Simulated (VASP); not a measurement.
Runs of VASP 6.6.1 on ZrB. The structure is that of space group Fm-3m (No. 225), or close to it. The cells are those of the table. 

| cell | gap on the mesh (eV) | pressure (GPa) |
| --- | --- | --- |
| a = 3.607 Å, angles 60.0°, 2 atoms | none | (a) |
| a = 3.379 Å, angles 60.0°, 2 atoms | none | 14.9 |
| a = 3.474 Å, angles 60.0°, 2 atoms | none | (b) |
| a = 3.519 Å, angles 60.0°, 2 atoms | none | -6.4 |
| a = 3.427 Å, angles 60.0°, 2 atoms | none | 6.3 |

Alike in all rows: task single point; level PBE; potentials or basis VASP PAW PBE potentials, release 64 (Zr_sv, B); no spin polarisation; k mesh 8 × 8 × 8; cutoff (eV) 500; smearing methfessel-paxton 0.1 eV.

Q: Fill in the values left out.

A: (a) -14.9; (b) -0.6.

A k mesh can miss the band edges, and the runs leave out spin-orbit coupling on Zr.

A gap of «none» marks levels without a gap at the run's occupations.
